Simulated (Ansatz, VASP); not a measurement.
**SnO2 in VASP and in Ansatz**

Contents of INCAR:

```
SYSTEM = SnO2
PREC = Accurate
ENCUT = 520
EDIFF = 1E-6
ISMEAR = 0
SIGMA = 0.02
LREAL = .FALSE.
LASPH = .TRUE.
NELM = 100
ALGO = Normal
ISIF = 2
LWAVE = .FALSE.
LCHARG = .FALSE.
GGA = PS
NBANDS = 35
```

The input KPOINTS:

```
regular mesh
0
G
  6 6 8
  0 0 0
```

The input POSCAR:

```
SnO2
1.0
    4.6969135085      0.0000000000      0.0000000000
    0.0000000000      4.6969135085      0.0000000000
    0.0000000000      0.0000000000      3.2486920683
Sn O
2 4
Direct
    0.5000000000      0.5000000000      0.5000000000
    0.0000000000      0.0000000000      0.0000000000
    0.1934571686      0.8065428314      0.5000000000
    0.8065428314      0.1934571686      0.5000000000
    0.3065428314      0.3065428314      0.0000000000
    0.6934571686      0.6934571686      0.0000000000
```

Input for Ansatz:

```yaml
crystal:
  lattice:
    - [4.6969135085, 0.0, 0.0]
    - [0.0, 4.6969135085, 0.0]
    - [0.0, 0.0, 3.2486920683]
  atoms:
    - { symbol: Sn, position: [0.5, 0.5, 0.5] }
    - { symbol: Sn, position: [0.0, 0.0, 0.0] }
    - { symbol: O, position: [0.1934571686, 0.8065428314, 0.5] }
    - { symbol: O, position: [0.8065428314, 0.1934571686, 0.5] }
    - { symbol: O, position: [0.3065428314, 0.3065428314, 0.0] }
    - { symbol: O, position: [0.6934571686, 0.6934571686, 0.0] }
basis:
  ecutwfc: 420
kpoints:
  mp_grid: { grid: [6, 6, 8] }
  band_path: { path: [VBM, CBM], npoints: 2 }
hamiltonian:
  xc: pbesol
scf:
  occupations: { method: gaussian, width: 0.02 }
output:
  forces: true
  stress: true
  eigenvalues: true
checkpoint:
  read: start.run
  write: ck
  compress: false
  write_wavefunctions: false
  write_every: 100000
```

Alike in both runs: task single point; functional PBEsol; k mesh 6 × 6 × 8; occupations gaussian, width 0.02 eV; no spin polarisation.

```csv
,VASP,Ansatz
version,VASP 6.6.1,Ansatz 0.2.0
potentials or method,"VASP PAW PBE potentials, release 64 (Sn_d, O), cutoff 520 eV","scalar-relativistic, plane waves, PAW"
valence electrons in the cell,52,52
```

VASP gave:

- gap on the k mesh at the Fermi level (eV): 1.05
- least direct gap on the mesh (eV): 1.05
- pressure (GPa): 3.8
- traceless stress, the component that is largest in VASP (GPa): -2.88
- rms of the force components (eV/Å): 0.004

**Question.** Which values does Ansatz return?

**Answer.** gap on the k mesh at the Fermi level (eV): 1.06; least direct gap on the mesh (eV): 1.06; pressure (GPa): 3.1; traceless stress, the component that is largest in VASP (GPa): -3.07; rms of the force components (eV/Å): 0.000.

VASP's potentials were made for PBE, not for PBEsol. Atom by atom the forces differ by 0.004 eV/Å (rms over components). With one functional, cell and mesh, what is left measures potentials, basis and numerics.
